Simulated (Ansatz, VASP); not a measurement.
MoS2: VASP beside Ansatz

```
Mo S
1.0
     3.14972    0.00000    0.00000
    -1.57486    2.72774    0.00000
     0.00000    0.00000    7.31230
Mo S
1 2
Cartesian
  0.0000 0.0000 0.0000
  0.0000 1.8185 1.7233
  0.0000 1.8185 5.5890
```

Change from the starting cell: strain +0.1000 x Voigt [0, 0, 1, 0, 0, 0], atoms carried along.

Alike in both runs: task single point; functional PBE; dispersion D3(BJ); k mesh 12 × 12 × 4; occupations gaussian, width 0.05 eV; no spin polarisation.

|  | VASP | Ansatz |
| --- | --- | --- |
| version | VASP 6.6.1 | Ansatz 0.2.0 |
| potentials or method | VASP PAW PBE potentials, release 64 (Mo_sv, S), cutoff 520 eV | scalar-relativistic, plane waves, PAW |
| valence electrons in the cell | 26 | 26 |

VASP gave:

```
gap on the k mesh at the Fermi level (eV)                     : 1.12
least direct gap on the mesh (eV)                             : 1.91
pressure (GPa)                                                : -11.5
traceless stress, the component that is largest in VASP (GPa) : -10.54
rms of the force components (eV/Å)                            : 1.105
```

Estimate Ansatz's values.

gap on the k mesh at the Fermi level (eV): 1.12; least direct gap on the mesh (eV): 1.91; pressure (GPa): -11.4; traceless stress, the component that is largest in VASP (GPa): -10.51; rms of the force components (eV/Å): 1.101.

Atom by atom the forces differ by 0.003 eV/Å (rms over components).
